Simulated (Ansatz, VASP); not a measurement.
**PbS: VASP beside Ansatz**

```xyz
2
Lattice="0.0000 2.9514 2.9514 2.9514 0.0000 2.9514 2.9514 2.9514 0.0000" Properties=species:S:1:pos:R:3 pbc="T T T"
Pb    0.0000    0.0000    0.0000
S     2.9514    2.9514    2.9514
```

Alike in both runs: functional PBEsol; k mesh 10 × 10 × 10; occupations gaussian, width 0.01 eV; no spin polarisation.

Ansatz relaxed the structure, and its values are those at the end. VASP's run is a single point on that final structure, the one shown.

|  | VASP | Ansatz |
| --- | --- | --- |
| version | VASP 6.6.1 | Ansatz 0.2.0 |
| potentials or method | VASP PAW PBE potentials, release 64 (Pb_d, S), cutoff 520 eV | scalar-relativistic, plane waves, PAW |
| valence electrons in the cell | 20 | 20 |

|  | VASP | Ansatz | Ansatz less VASP |
| --- | --- | --- | --- |
| gap on the k mesh at the Fermi level (eV) | 0.20 | 0.19 | -0.006 |
| least direct gap on the mesh (eV) | 0.20 | 0.19 | -0.006 |
| pressure (GPa) | 0.0 | 0.0 | +0.05 |

VASP's potentials were made for PBE, not for PBEsol.

Neither program's run includes spin-orbit coupling.
